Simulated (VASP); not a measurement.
Here is a VASP 6.6.1 calculation.

The input INCAR:

```
PREC = Accurate
ENCUT = 520
EDIFF = 1E-6
ISMEAR = -1
SIGMA = 0.05
LREAL = False
LASPH = True
NELM = 100
ALGO = Normal
ISIF = 2
LWAVE = False
LCHARG = True
GGA = PE
LELF = True
LVHAR = True
NBANDS = 18
```

The input KPOINTS:

```
regular mesh
0
Gamma
  12 12 7
```

POSCAR

```
La
1.0
    3.7576684744      0.0000000000      0.0000000000
   -1.8788342372      3.2542363578      0.0000000000
    0.0000000000      0.0000000000      6.0353482655
La
2
Direct
    0.3333333333      0.6666666667      0.2500000000
    0.6666666667      0.3333333333      0.7500000000
```

Potentials or basis: VASP PAW PBE potentials, release 64 (La).

Run with:

```bash
$ cat potpaw_PBE.64/La/POTCAR > POTCAR
$ mpirun -np 1 vasp_std > vasp.out
```

(1) Estimate the pressure.

(2) Estimate the band gap on the k mesh.

Results:

(1) 0.6 GPa.

(2) zero (band 11 reaches 9.04 eV, above the bottom of band 12 at 7.69 eV).

Caveat: spin-orbit coupling is left out, which moves the levels of the heavy elements.
